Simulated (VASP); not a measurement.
# BaS in VASP: notebook, part 2 of 2

VASP 6.6.1.

## 3. Single point, HSE06

POSCAR

```
BaS
1.0
    4.3652937922      0.0000000000      0.0000000000
   -2.1826468961      3.7804553190      0.0000000000
    0.0000000000      0.0000000000      3.9780699241
Ba S
1 1
Direct
    0.0000000000      0.0000000000      0.0000000000
    0.6666666667      0.3333333333      0.5000000000
```

INCAR.step1

```
PREC     = Accurate       # precision mode
ENCUT    = 520            # plane-wave cutoff, eV
EDIFF    = 1E-5           # SCF threshold, eV
ISMEAR   = 0              # smearing method
SIGMA    = 0.05           # smearing width, eV
LREAL    = False          # projectors in reciprocal space
LASPH    = True           # aspherical terms in the spheres
NELM     = 80             # most SCF steps
ALGO     = Normal         # electronic algorithm
ISIF     = 2              # what is computed and relaxed
LWAVE    = True           # write WAVECAR
LCHARG   = False          # write CHGCAR
NBANDS   = 15             # bands
GGA      = PE             # functional
```

INCAR.step2

```
PREC     = Accurate       # precision mode
ENCUT    = 520            # plane-wave cutoff, eV
EDIFF    = 1E-6           # SCF threshold, eV
ISMEAR   = 0              # smearing method
SIGMA    = 0.05           # smearing width, eV
LREAL    = False          # projectors in reciprocal space
LASPH    = True           # aspherical terms in the spheres
NELM     = 80             # most SCF steps
ALGO     = Normal         # electronic algorithm
ISIF     = 2              # what is computed and relaxed
LWAVE    = False          # write WAVECAR
LCHARG   = False          # write CHGCAR
GGA      = PE             # functional
LHFCALC  = True           # exact exchange
HFSCREEN = 0.2079         # screening, 1/A
PRECFOCK = Normal       
NBANDS   = 15             # bands
ISTART   = 1
```

KPOINTS

```
Automatic mesh
0
Gamma
  4 4 4
```

Potentials or basis: VASP PAW PBE potentials, release 64 (Ba_sv, S).

Run with:

```console
$ cat potpaw_PBE.64/Ba_sv/POTCAR potpaw_PBE.64/S/POTCAR > POTCAR
$ cp INCAR.step1 INCAR
$ mpirun -np 1 vasp_std > vasp.out
$ cp INCAR.step2 INCAR
$ mpirun -np 1 vasp_std > vasp.out
```

OUTCAR:

```text
PREC = Accurate
   ENCUT = 520
   EDIFF = 1E-6
   ISMEAR = 0
   LREAL = False
   LASPH = True
   NELM = 80
   ISIF = 2
   GGA = PE
   LHFCALC = True
   HFSCREEN = 0.2079
   PRECFOCK = Normal
   ISTART = 1

 ion  position               nearest neighbor table
   1  0.000  0.000  0.000-   2 3.21   2 3.21   2 3.21   2 3.21   2 3.21   2 3.21
   2  0.667  0.333  0.500-   1 3.21   1 3.21   1 3.21   1 3.21   1 3.21   1 3.21

  LATTYP: Found a hexagonal cell.
 ALAT       =     4.3652937922
 C/A-ratio  =     0.9112948895

  Lattice vectors:

 A1 = (   4.3652937922,   0.0000000000,   0.0000000000)
 A2 = (  -2.1826468961,   3.7804553190,   0.0000000000)
 A3 = (   0.0000000000,   0.0000000000,   3.9780699241)

Analysis of symmetry for initial positions (statically):
=====================================================================
 Subroutine PRICEL returns:
 Original cell was already a primitive cell.

 Routine SETGRP: Setting up the symmetry group for a
 hexagonal supercell.

 Subroutine GETGRP returns: Found 12 space group operations
[... 171 lines left out ...]
      3     -11.2567      2.00000
      4     -11.1116      2.00000
      5     -10.5787      2.00000
      6       0.3962      2.00000
      7       0.3962      2.00000
      8       1.2397      2.00000
      9       4.1448      0.00000
     10       5.2111      0.00000
     11       7.9078      0.00000
     12       7.9078      0.00000
     13       8.8758      0.00000
     14       8.8758      0.00000
[... 185 lines left out ...]
      2     -11.9288      2.00000
      3     -11.5991      2.00000
      4     -11.3682      2.00000
      5     -10.0922      2.00000
      6      -0.7865      2.00000
      7      -0.4562      2.00000
      8       0.6744      2.00000
      9       5.7779      0.00000
     10       7.2698      0.00000
     11       8.8976      0.00000
     12       9.3961      0.00000
     13       9.8836      0.00000
     14      11.3147      0.00000
     15      11.6683      0.00000

------------------------ aborting loop because EDIFF is reached ----------------------------------------

  FORCE on cell =-STRESS in cart. coord.  units (eV):
  Direction    XX          YY          ZZ          XY          YZ          ZX
  --------------------------------------------------------------------------------------
  -------------------------------------------------------------------------------------
  Total        0.0490856      0.0490856      0.0789482      0.0000000     -0.0000000      0.0000000
  in kB        1.1979396      1.1979396      1.9267396      0.0000000     -0.0000000      0.0000000
  external PRESSURE =       1.4408729 kB  Pullay stress =       0.0000000 kB

 VOLUME and BASIS-vectors are now :
 -----------------------------------------------------------------------------
  energy-cutoff  :      520.00
  volume of cell :       65.65
      direct lattice vectors                 reciprocal lattice vectors
     4.365293792  0.000000000  0.000000000     0.229079656  0.132259201  0.000000000
    -2.182646896  3.780455319  0.000000000     0.000000000  0.264518402  0.000000000
     0.000000000  0.000000000  3.978069924     0.000000000  0.000000000  0.251378186

 POSITION                                       TOTAL-FORCE (eV/Angst)
 -----------------------------------------------------------------------------------
      0.00000      0.00000      0.00000         0.000000     -0.000000      0.000000
      2.18265      1.26015      1.98903        -0.000000      0.000000      0.000000
 -----------------------------------------------------------------------------------
    total drift:                                0.000000     -0.000000     -0.000000

  FREE ENERGIE OF THE ION-ELECTRON SYSTEM (eV)
  ---------------------------------------------------
  free  energy   TOTEN  =       -11.2548280198 eV

  energy  without entropy=      -11.2548280198  energy(sigma->0) =      -11.25482802
```

OUTCAR.step1:

```text
PREC = Accurate
   ENCUT = 520
   EDIFF = 1E-5
   ISMEAR = 0
   LREAL = False
[... 424 lines left out ...]
      0.00000      0.00000      0.00000        -0.000000      0.000000      0.000000
      2.18265      1.26015      1.98903         0.000000      0.000000      0.000000
 -----------------------------------------------------------------------------------
    total drift:                               -0.000000      0.000000      0.000000

  FREE ENERGIE OF THE ION-ELECTRON SYSTEM (eV)
  ---------------------------------------------------
  free  energy   TOTEN  =        -9.9092835276 eV

  energy  without entropy=       -9.9092835276  energy(sigma->0) =       -9.90928353
```

Wall time 5.6 min (1 thread of Intel Xeon 6975P-C (Granite Rapids), shared host); peak memory 0.29 GiB.

Results:

- Free energy: -11.2548 eV
- Pressure: 0.1 GPa
- Band gap on the k mesh: 2.91 eV

Caveat: the PAW data sets were made with another functional, which shifts forces and pressure a little; spin-orbit coupling is left out, which moves the levels of the heavy elements.

## 4. Single point, PBE (atoms moved at random and the cell strained at random)

INCAR

```
  PREC = Accurate
  ENCUT = 520
  EDIFF = 1E-6
  ISMEAR = 0
  SIGMA = 0.05
  LREAL = F
  LASPH = T
  NELM = 80
  ALGO = Normal
  ISIF = 2
  LWAVE = F
  LCHARG = F
  GGA = PE
  NBANDS = 15
```

KPOINTS

```
regular mesh
0
Gamma
  10 10 8
```

POSCAR

```
BaS
1.0
    4.3262463041      0.0256304189     -0.0246640051
   -2.1409265582      3.7957544287      0.0326216174
   -0.0224761818      0.0213502077      3.9674903877
Ba S
1 1
Direct
   -0.0145192232     -0.0035207924     -0.0015389846
    0.6811858899      0.3368541257      0.5015389846
```

Run with:

```console
$ cat potpaw_PBE.64/Ba_sv/POTCAR potpaw_PBE.64/S/POTCAR > POTCAR
$ mpirun -np 1 vasp_std > vasp.out
```

It took 94 s on 1 thread of Intel Xeon 6975P-C (Granite Rapids), shared host; peak memory 0.49 GiB.

It converged, with:

```
Free energy            : -9.8923 eV
Pressure               : 1.0 GPa
Largest force          : 0.297 eV/Å
Band gap on the k mesh : 1.97 eV
```

Forces in eV/Å, atoms in the order of the input:
```
Ba   0.294  0.006  0.044
S   -0.294 -0.006 -0.044
```

Stress tensor (GPa, compression positive):
```
 1.07 -0.79  0.27
-0.79  0.65 -0.25
 0.27 -0.25  1.32
```

Levels at points of the mesh, in eV from the valence-band top:
```tsv
k point	band 4	band 5	band 6	band 7	band 8	band 9	band 10	band 11	band 12	band 13
(0.00, 0.00, 0.00)	-11.60	-10.70	-0.88	-0.75	0.00	1.97	3.04	5.35	5.77	6.33
(0.50, 0.00, 0.00)	-11.52	-9.88	-1.95	-0.57	-0.45	2.17	5.33	5.72	6.22	6.43
(0.00, 0.50, 0.00)	-11.52	-9.75	-2.02	-0.69	-0.44	2.21	5.33	5.82	6.35	6.59
(0.50, 0.50, 0.00)	-11.51	-9.70	-2.02	-0.73	-0.48	2.19	5.28	5.75	6.34	6.65
(0.00, 0.00, 0.50)	-11.65	-9.46	-2.41	-0.81	-0.53	3.74	3.96	4.49	5.00	5.16
(0.50, 0.00, 0.50)	-11.75	-10.19	-1.74	-1.36	-1.34	3.72	4.90	6.76	7.36	7.87
(0.00, 0.50, 0.50)	-11.76	-10.34	-1.60	-1.22	-1.18	3.52	4.88	6.78	7.14	7.81
(0.50, 0.50, 0.50)	-11.79	-10.42	-1.57	-1.26	-1.18	3.57	4.90	6.88	7.11	7.86
```

Caveat: the cell differs from its parent crystal (atoms moved at random and the cell strained at random); spin-orbit coupling is left out, which moves the levels of the heavy elements. A k mesh can miss the band edges.

## 5. The runs side by side

```csv
level,cell,k mesh,grid for exact exchange (PRECFOCK),share of exact exchange,screening parameter,gap on the mesh (eV),pressure (GPa),largest force (eV/Å)
PBE,"a = 4.365, b = 4.365, c = 3.978 Å, angles 90.0, 90.0, 120.0°, 2 atoms, atomic positions A",10 × 10 × 8,-,-,-,1.97,0.6,0.05
HSE06,"a = 4.365, b = 4.365, c = 3.978 Å, angles 90.0, 90.0, 120.0°, 2 atoms, atomic positions B",4 × 4 × 4,Normal,0.25,0.2079 1/Å,2.91,0.1,-
PBE,"a = 4.326, b = 4.358, c = 3.968 Å, angles 89.1, 90.6, 119.1°, 2 atoms, atomic positions C",10 × 10 × 8,-,-,-,1.97,1.0,0.30
```

Alike in all rows: task single point; potentials or basis VASP PAW PBE potentials, release 64 (Ba_sv, S); no spin polarisation; cutoff (eV) 520; smearing gaussian 0.05 eV.

Caveats: spin-orbit coupling is left out, which moves the levels of the heavy elements; the PAW data sets were made with another functional, which shifts forces and pressure a little (at least some runs).

Absolute energies hang on the potentials; compare differences alone.
